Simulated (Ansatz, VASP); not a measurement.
One calculation of CdSe, two programs

Contents of INCAR:

```
SYSTEM = CdSe
  PREC = Accurate
  ENCUT = 520
  EDIFF = 1E-6
  ISMEAR = -1
  SIGMA = 0.05
  LREAL = .False.
  LASPH = .True.
  NELM = 60
  ALGO = Normal
  ISIF = 2
  LWAVE = .False.
  LCHARG = .False.
  GGA = RE
  IVDW = 12
  NBANDS = 26
```

The input KPOINTS:

```
Automatic mesh
0
Gamma
  7 7 4
  0 0 0
```

The input POSCAR:

```
CdSe
1.0
    4.3565854364      0.0000000000      0.0000000000
   -2.1782927182      3.7729136617      0.0000000000
    0.0000000000      0.0000000000      7.1123790148
Cd Se
2 2
Direct
    0.6666666667      0.3333333333      0.5000000000
    0.3333333333      0.6666666667      0.0000000000
    0.6666666667      0.3333333333      0.8850000000
    0.3333333333      0.6666666667      0.3850000000
```

input.yaml

```yaml
crystal:
  lattice:
    - [4.3565854364, 0.0, 0.0]
    - [-2.1782927182, 3.7729136617, 0.0]
    - [0.0, 0.0, 7.1123790148]
  atoms:
    - { symbol: Cd, position: [0.6666666667, 0.3333333333, 0.5] }
    - { symbol: Cd, position: [0.3333333333, 0.6666666667, 0.0] }
    - { symbol: Se, position: [0.6666666667, 0.3333333333, 0.885] }
    - { symbol: Se, position: [0.3333333333, 0.6666666667, 0.385] }
hamiltonian:
  xc: revpbe
  pseudopotentials: { kind: paw }
  dispersion: d3bj
kpoints:
  mp_grid: { grid: [7, 7, 4] }
scf:
  occupations: { method: fermi_dirac, width: 0.05 }
output:
  forces: true
  stress: true
  eigenvalues: true
  write_density: true
  write_potential: true
  elf: true
  volumetric_format: npy
```

Alike in both runs: task single point; functional revPBE; dispersion D3(BJ); k mesh 7 × 7 × 4; occupations fermi-dirac, width 0.05 eV; no spin polarisation.

```csv
,VASP,Ansatz
version,VASP 6.6.1,Ansatz 0.2.0
potentials or method,"VASP PAW PBE potentials, release 64 (Cd, Se)",Ansatz PAW
plane-wave cutoff (eV),520,420
valence electrons in the cell,36,72
```

```csv
,VASP,Ansatz,Ansatz less VASP
gap on the k mesh at the Fermi level (eV),0.74,0.75,+0.003
least direct gap on the mesh (eV),0.74,0.75,+0.003
pressure (GPa),-1.2,-1.5,-0.27
"traceless stress, the component that is largest in VASP (GPa)",-1.15,-1.10,+0.047
rms of the force components (eV/Å),0.149,0.144,-0.0046
```

VASP's potentials were made for PBE, not for revPBE. Atom by atom the forces differ by 0.005 eV/Å (rms over components). VASP's potentials hold 36 valence electrons a cell and Ansatz's 72, so a difference there can come from the potentials and not from the codes.

Noted on Ansatz's run: odd divisions of the mesh miss points on the zone boundary, where band edges often lie, so the gap on the mesh can be too wide.
